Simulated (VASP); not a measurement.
# K7NaCl8 in VASP: further runs, part 2 of 2

VASP 6.6.1. The steps go on from the part before.

### Step 4. Single point, PBE

INCAR reads:

```
  ALGO = Normal
  EDIFF = 1E-6
  ENCUT = 520
  GGA = PE
  ISIF = 2
  ISMEAR = -1
  ISYM = 0
  LASPH = T
  LCHARG = F
  LREAL = Auto
  LWAVE = F
  NBANDS = 77
  NELM = 100
  PREC = Accurate
  SIGMA = 0.0552
```

KPOINTS reads:

```
k-points
0
Gamma
  1 1 1
```

POSCAR reads:

```
K7NaCl8
1.0
    8.0552110000      0.0523980000     -0.0749070000
    0.0523980000      8.1439380000      0.0866740000
   -0.0749070000      0.0866740000      8.1384140000
Na Cl K
1 8 7
Direct
    0.6295439604      0.3952995541      0.8742886582
    0.3786618253      0.5248407129      0.6556597363
    0.8754125450      0.4954163449      0.7180715814
    0.8085972165      0.8028763508      0.2470971724
    0.8974849745      0.3722378072      0.2775222012
    0.2532210390      0.9285916211      0.2759320524
    0.6728682211      0.0743950918      0.8472325713
    0.4019208380      0.4332435648      0.1006348081
    0.1083243425      0.9401867630      0.7652734924
    0.0745109875      0.6908253121      0.4721400019
    0.1195172718      0.2418224335      0.5442996587
    0.0205615913      0.6754870668      0.9888411970
    0.6428594783      0.1023327864      0.2160115083
    0.1290042770      0.2033927407      1.0141514626
    0.5930731233      0.6000984723      0.4300413316
    0.4663780577      0.8080457786      0.9025544070
```

Potentials or basis: VASP PAW PBE potentials, release 64 (Na_pv, Cl, K_sv).

Command:

```sh
cat potpaw_PBE.64/Na_pv/POTCAR potpaw_PBE.64/Cl/POTCAR potpaw_PBE.64/K_sv/POTCAR > POTCAR
mpirun -np 1 vasp_gam > vasp.out
```

OUTCAR:

```text
EDIFF = 1E-6
   ENCUT = 520
   GGA = PE
   ISIF = 2
   ISMEAR = -1
   ISYM = 0
   LASPH = T
   LREAL = Auto
   NELM = 100
   PREC = Accurate

 ion  position               nearest neighbor table
   1  0.630  0.395  0.874-   3 2.51   8 2.64   7 2.65
   2  0.379  0.525  0.656-  15 2.61  10 3.12  16 3.17
   3  0.875  0.495  0.718-   1 2.51  12 2.91  10 3.03  11 3.20
   4  0.809  0.803  0.247-  13 2.77  15 2.83  10 2.92  12 2.93
   5  0.897  0.372  0.278-  11 2.96  13 3.07  14 3.19
   6  0.253  0.929  0.276-  10 2.90  14 3.20
   7  0.673  0.074  0.847-   1 2.65  16 2.78  13 3.03
   8  0.402  0.433  0.101-   1 2.64  14 2.99
   9  0.108  0.940  0.765-  12 2.89  14 2.98  11 3.02  10 3.18  16 3.24
  10  0.075  0.691  0.472-   6 2.90   4 2.92   3 3.03   2 3.12   9 3.18  11 3.70
  11  0.120  0.242  0.544-   5 2.96   9 3.02   3 3.20  10 3.70
  12  0.021  0.675  0.989-   9 2.89   3 2.91   4 2.93
  13  0.643  0.102  0.216-   4 2.77   7 3.03   5 3.07  16 3.81
  14  0.129  0.203  0.014-   9 2.98   8 2.99   5 3.19   6 3.20
  15  0.593  0.600  0.430-   2 2.61   4 2.83
  16  0.466  0.808  0.903-   7 2.78   2 3.17   9 3.24  13 3.81

IMPORTANT INFORMATION: All symmetrisations will be switched off!
NOSYMM: (Re-)initialisation of all symmetry stuff for point group C_1.

----------------------------------------------------------------------------------------

                                     Primitive cell

  volume of cell :     533.7600

  direct lattice vectors                    reciprocal lattice vectors
     8.055211000  0.052398000 -0.074907000     0.124159224 -0.000811093  0.001151415
     0.052398000  8.143938000  0.086674000    -0.000811093  0.122809937 -0.001315390
    -0.074907000  0.086674000  8.138414000     0.001151415 -0.001315390  0.122898670

  length of vectors
     8.055729692  8.144567765  8.139220225     0.124167212  0.122819659  0.122911103

  position of ions in fractional coordinates (direct lattice)
     0.629543960  0.395299554  0.874288658
     0.378661825  0.524840713  0.655659736
     0.875412545  0.495416345  0.718071581
     0.808597216  0.802876351  0.247097172
     0.897484975  0.372237807  0.277522201
     0.253221039  0.928591621  0.275932052
[... 8 lines left out ...]
     0.593073123  0.600098472  0.430041332
     0.466378058  0.808045779  0.902554407

  ion indices of the primitive-cell ions
   primitive index   ion index
                 1           1
                 2           2
                 3           3
                 4           4
                 5           5
                 6           6
[... 8 lines left out ...]
                15          15
                16          16

----------------------------------------------------------------------------------------

 KPOINTS: k-points

Automatic generation of k-mesh.
 Grid dimensions read from file:
 generate k-points for:    1    1    1

 Generating k-lattice:

  Cartesian coordinates                     Fractional coordinates (reciprocal lattice)
     0.124159224 -0.000811093  0.001151415     1.000000000 -0.000000000  0.000000000
    -0.000811093  0.122809937 -0.001315390     0.000000000  1.000000000  0.000000000
     0.001151415 -0.001315390  0.122898670     0.000000000  0.000000000  1.000000000

  Length of vectors
     0.124167212  0.122819659  0.122911103

  Shift w.r.t. Gamma in fractional coordinates (k-lattice)
     0.000000000  0.000000000  0.000000000

 Subroutine IBZKPT returns following result:
 ===========================================

 Found      1 irreducible k-points:

 Following reciprocal coordinates:
            Coordinates               Weight
  0.000000  0.000000  0.000000      1.000000
   k-points           NKPTS =      1   k-points in BZ     NKDIM =      1   number of bands    NBANDS=     77
   number of dos      NEDOS =    301   number of ions     NIONS =     16
   total plane-waves  NPLWV = 245760
   dimension x,y,z NGX =    60 NGY =   64 NGZ =   64
   dimension x,y,z NGXF=   120 NGYF=  128 NGZF=  128
   ions per type =               1   8   7
   NGX,Y,Z   is equivalent  to a cutoff of  12.38, 13.06, 13.07 a.u.
   NGXF,Y,Z  is equivalent  to a cutoff of  24.76, 26.13, 26.14 a.u.
 SYSTEM =  unknown system
   PREC   = accura    normal or accurate (medium, high low for compatibility)
   ISTART =      0    job   : 0-new  1-cont  2-samecut
   ICHARG =      2    charge: 1-file 2-atom 10-const
   ISPIN  =      1    spin polarized calculation?
   LNONCOLLINEAR =      F non collinear calculations
   LSORBIT =      F    spin-orbit coupling
   LASPH  =      T    aspherical Exc in radial PAW
   ENCUT  =  520.0 eV  38.22 Ry    6.18 a.u.  14.98 15.14 15.13*2*pi/ulx,y,z
   NELM   =    100;   NELMIN=  2; NELMDL= -5     # of ELM steps
   EDIFF  = 0.1E-05   stopping-criterion for ELM
   LREAL  =      T    real-space projection
   EDIFFG = 0.1E-04   stopping-criterion for IOM
   NSW    =      0    number of steps for IOM
   IBRION =     -1    ionic relax: 0-MD 1-quasi-New 2-CG
   NFREE  =      0    steps in history (QN), initial steepest desc. (CG)
   ISIF   =      2    stress and relaxation
   ISYM   =      0    0-nonsym 1-usesym 2-fastsym
   POTIM  = 0.5000    time-step for ionic-motion
   TEBEG  =    0.0;   TEEND  =   0.0 temperature during run
   PSTRESS=    0.0 pullay stress
   NELECT =     126.0000    total number of electrons
   NUPDOWN=      -1.0000    fix difference up-down
   EMIN   =  10.00;   EMAX   =-10.00  energy-range for DOS
   EFERMI =   0.00;   METHOD = LEGACY
   ISMEAR =    -1;   SIGMA  =   0.06  broadening in eV -4-tet -1-fermi 0-gaus
   EFERMI_NEDOS =   21; number of points for ismear=-14 and -15
   IALGO  =     38    algorithm
   IMIX   =      4    mixing-type and parameters
     AMIX     =   0.40;   BMIX     =  1.00
     AMIX_MAG =   1.60;   BMIX_MAG =  1.00
  volume/ion in A,a.u.               =      33.36       225.12
  Fermi-wavevector in a.u.,A,eV,Ry     =   1.011773  1.911973 13.928070  1.023684
  Thomas-Fermi vector in A             =   2.144842
   LORBIT       =      0    0 simple, 1 ext, 2 COOP (PROOUT), +10 PAW based schemes
   GGA     = PE    functional components
   LHFCALC =     F    Hartree Fock is set to
   AEXX    =    0.0000 exact exchange contribution
   IVDW    =     0    specifies the selected vdW correction
   LEPSILON=     F    determine dielectric tensor
   LRPA    =     F    only Hartree local field effects (RPA)
 non-spin polarized calculation
  energy-cutoff  :      520.00
  volume of cell :      533.76
 maximum number of plane-waves:      7178
 NGX is ok and might be reduce to    60
   NGX = 29   NGY = 31   NGZ = 31

 number of electron     126.0000004 magnetization

 Free energy of the ion-electron system (eV)
  ---------------------------------------------------
  ext. energy  EPLUGINS =         0.00000000
  ---------------------------------------------------
  free energy    TOTEN  =       -51.29450366 eV

  energy without entropy =      -51.29450366  energy(sigma->0) =      -51.29450366

 E-fermi :  -0.2448     XC(G=0):  -7.0775

 val. band max:       -1.6633832856   @ k =   0.0000   0.0000   0.0000
 cond. band min:       2.5841231780   @ k =   0.0000   0.0000   0.0000
 fundamental gap:      4.2475064636
 Fermi energy:        -0.2448474964

 k-point     1 :       0.0000    0.0000    0.0000
  band No.  band energies     occupation
      1     -29.9103      2.00000
      2     -29.8310      2.00000
      3     -29.7909      2.00000
      4     -29.5777      2.00000
      5     -29.5334      2.00000
      6     -29.3417      2.00000
[... 67 lines left out ...]
     74       5.7338      0.00000
     75       5.7595      0.00000
 [bands above 75 left out]

------------------------ aborting loop because EDIFF is reached ----------------------------------------

  FORCE on cell =-STRESS in cart. coord.  units (eV):
  Direction    XX          YY          ZZ          XY          YZ          ZX
  --------------------------------------------------------------------------------------
  -------------------------------------------------------------------------------------
  Total        5.7856496      5.9556013      6.0750951      1.7543697     -2.2372593     -3.3834041
  in kB       17.3666756     17.8768162     18.2354986      5.2660584     -6.7155391    -10.1559005
  external PRESSURE =      17.8263301 kB  Pullay stress =       0.0000000 kB

 VOLUME and BASIS-vectors are now :
 -----------------------------------------------------------------------------
  energy-cutoff  :      520.00
  volume of cell :      533.76
      direct lattice vectors                 reciprocal lattice vectors
     8.055211000  0.052398000 -0.074907000     0.124159224 -0.000811093  0.001151415
     0.052398000  8.143938000  0.086674000    -0.000811093  0.122809937 -0.001315390
    -0.074907000  0.086674000  8.138414000     0.001151415 -0.001315390  0.122898670

 POSITION                                       TOTAL-FORCE (eV/Angst)
 -----------------------------------------------------------------------------------
      5.02633      3.32806      7.10243        -0.387801     -0.366873     -0.045520
      3.02859      4.35094      5.35316        -0.896864     -0.352412      0.885205
      7.02380      4.14275      5.82133         0.128826      0.020478     -0.054333
      6.53698      6.60236      2.02000        -0.095163      0.031134     -0.265301
      7.22815      3.10256      2.22363         0.097102     -0.136645     -0.320474
      2.06774      7.59958      2.30717         0.562501      0.371588     -0.364008
[... 8 lines left out ...]
      4.77656      4.95551      3.50744         0.696850     -0.059520     -0.973321
      3.73151      6.68334      7.38046        -0.424393     -0.322495      0.126329
 -----------------------------------------------------------------------------------
    total drift:                                0.002329     -0.005897      0.004740

  FREE ENERGIE OF THE ION-ELECTRON SYSTEM (eV)
  ---------------------------------------------------
  free  energy   TOTEN  =       -51.2945036625 eV

  energy  without entropy=      -51.2945036625  energy(sigma->0) =      -51.29450366
```

Wall time 47 s (1 thread of Intel Xeon 6975P-C (Granite Rapids), shared host); peak memory 0.5 GiB.

Results:

* Free energy: -51.2945 eV
* Pressure: 1.8 GPa
* Largest force: 1.308 eV/Å
* Band gap on the k mesh: 4.25 eV

Forces on the atoms (eV/Å):
```
Na  -0.388 -0.367 -0.046
Cl  -0.897 -0.352  0.885
Cl   0.129  0.020 -0.054
Cl  -0.095  0.031 -0.265
Cl   0.097 -0.137 -0.320
Cl   0.563  0.372 -0.364
Cl   0.121  0.390  0.000
Cl   0.096  0.193  0.238
Cl   0.351  0.062 -0.153
K    0.083  0.039  0.234
K    0.092 -0.232 -0.074
K    0.183 -0.012  0.361
K   -0.388  0.508  0.170
K   -0.219 -0.134  0.237
K    0.697 -0.060 -0.973
K   -0.424 -0.322  0.126
```

Levels at points of the mesh, in eV from the valence-band top:
```tsv
k point	band 59	band 60	band 61	band 62	band 63	band 64	band 65	band 66	band 67	band 68
(0.00, 0.00, 0.00)	-0.32	-0.30	-0.20	-0.11	0.00	4.25	6.13	6.41	6.52	6.74
```

Caveat: the k points lie up to 0.78 Å⁻¹ apart.

### Step 5. Single point, PBE

INCAR reads:

```
SYSTEM = K7NaCl8
PREC = Accurate
ENCUT = 520
EDIFF = 1E-6
ISMEAR = -1
SIGMA = 0.0552
LREAL = Auto
LASPH = .True.
NELM = 80
ALGO = Normal
ISIF = 2
LWAVE = .False.
LCHARG = .True.
GGA = PE
LELF = .True.
LVHAR = .True.
NBANDS = 77
ISYM = 0
```

KPOINTS reads:

```
Automatic mesh
0
Gamma
  1 1 1
  0 0 0
```

POSCAR reads:

```
K7NaCl8
1.0
    8.0552110000      0.0523980000     -0.0749070000
    0.0523980000      8.1439380000      0.0866740000
   -0.0749070000      0.0866740000      8.1384140000
Na Cl K
1 8 7
Direct
    0.6227775633      0.3741028340      0.9210076324
    0.3738516705      0.4968415673      0.6864457695
    0.8739333670      0.5341845466      0.7106261509
    0.8981711887      0.8415875038      0.2338091370
    0.9041746795      0.3816977602      0.2530073723
    0.3391465709      0.8800811102      0.2432840480
    0.7634097019      0.1196959471      0.8240358876
    0.3647130749      0.3698249969      0.1171968335
    0.1904667699      0.8998791931      0.7542004087
    0.1014799234      0.6669304601      0.4625070715
    0.0480557382      0.2034052369      0.5632869949
    0.0952532471      0.6356021392      0.9779230886
    0.6025931607      0.1199595873      0.2157034612
    0.1042755401      0.0884099072      1.0545073189
    0.5905340343      0.6118689282      0.4346583997
    0.5068576004      0.8220941259      0.9151081520
```

Command:

```sh
cat potpaw_PBE.64/Na_pv/POTCAR potpaw_PBE.64/Cl/POTCAR potpaw_PBE.64/K_sv/POTCAR > POTCAR
mpirun -np 1 vasp_gam > vasp.out
```

Run time: 49 s. Hardware: 1 thread of Intel Xeon 6975P-C (Granite Rapids), shared host; peak memory 0.5 GiB.

It converged, with:

```yaml
Free_energy: -51.3406 eV
Pressure: 1.3 GPa
Largest_force: 0.993 eV/Å
Band_gap_on_the_k_mesh: 4.14 eV
```

Forces on the atoms (eV/Å):
```
Na   0.025  0.525 -0.561
Cl   0.018 -0.134  0.148
Cl  -0.525  0.063  0.074
Cl  -0.910  0.338 -0.211
Cl  -0.280 -0.228 -0.061
Cl   0.415 -0.362  0.168
Cl  -0.146 -0.640  0.183
Cl   0.058  0.245  0.106
Cl   0.011  0.458 -0.292
K    0.308 -0.150  0.266
K   -0.074  0.064  0.158
K   -0.078 -0.412  0.279
K    0.684 -0.141  0.419
K   -0.398  0.519 -0.065
K    0.435 -0.022 -0.300
K    0.458 -0.123 -0.312
```

Stress tensor (GPa, compression positive):
```
 0.93 -0.32  0.01
-0.32  1.94 -0.62
 0.01 -0.62  0.88
```

Levels at points of the mesh, in eV from the valence-band top:
```tsv
k point	band 60	band 61	band 62	band 63	band 64	band 65	band 66	band 67
(0.00, 0.00, 0.00)	-0.20	-0.17	-0.09	0.00	4.14	5.90	6.32	6.52
```

Caveat: the k points lie up to 0.78 Å⁻¹ apart.
